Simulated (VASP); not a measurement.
Write the native input for VASP 6.6.1 that does the following.

- Task: single point
- Functional: LDA
- Potentials or basis: VASP PAW LDA potentials, release 64 (H)
- Cutoff: 520 eV
- k mesh: 18 × 18 × 18
- Occupations: fermi-dirac, width 0.136057 eV
- Spin: no spin polarisation
- Dipole correction: no
- Further INCAR settings: ALGO = Normal; EDIFF = 1e-06; NBANDS = 6

The structure of H lies in POSCAR:

```
H
1.0
   -0.9059279474      0.9059279474      0.9059279474
    0.9059279474     -0.9059279474      0.9059279474
    0.9059279474      0.9059279474     -0.9059279474
H
1
Direct
    0.0000000000      0.0000000000      0.0000000000
```

These files were run (other wordings do the same):

INCAR

```
SYSTEM = H
ALGO     = Normal         ! electronic algorithm
EDIFF    = 1E-6           ! SCF threshold, eV
ENCUT    = 520            ! plane-wave cutoff, eV
GGA      = CA             ! functional
ISIF     = 2              ! what is computed and relaxed
ISMEAR   = -1             ! smearing method
LASPH    = .TRUE.         ! aspherical terms in the spheres
LCHARG   = .TRUE.         ! write CHGCAR
LELF     = .TRUE.         ! ELF
LREAL    = .FALSE.        ! projectors in reciprocal space
LVHAR    = .TRUE.       
LWAVE    = .FALSE.        ! write WAVECAR
NBANDS   = 6              ! bands
NELM     = 60             ! most SCF steps
PREC     = Accurate       ! precision mode
SIGMA    = 0.13605693000000002 ! smearing width, eV
```

KPOINTS

```
k-points
0
G
  18 18 18
  0 0 0
```

Potentials or basis: VASP PAW LDA potentials, release 64 (H).

Command:

```console
$ cat potpaw_LDA.64/H/POTCAR > POTCAR
$ mpirun -np 1 vasp_std > vasp.out
```

It gave:

The pressure is -2.7 GPa.

Run time: 1.7 s on 1 thread of Intel(R) Xeon(R) Platinum 8488C (Sapphire Rapids), on a shared host, peak memory 0.1 GiB.
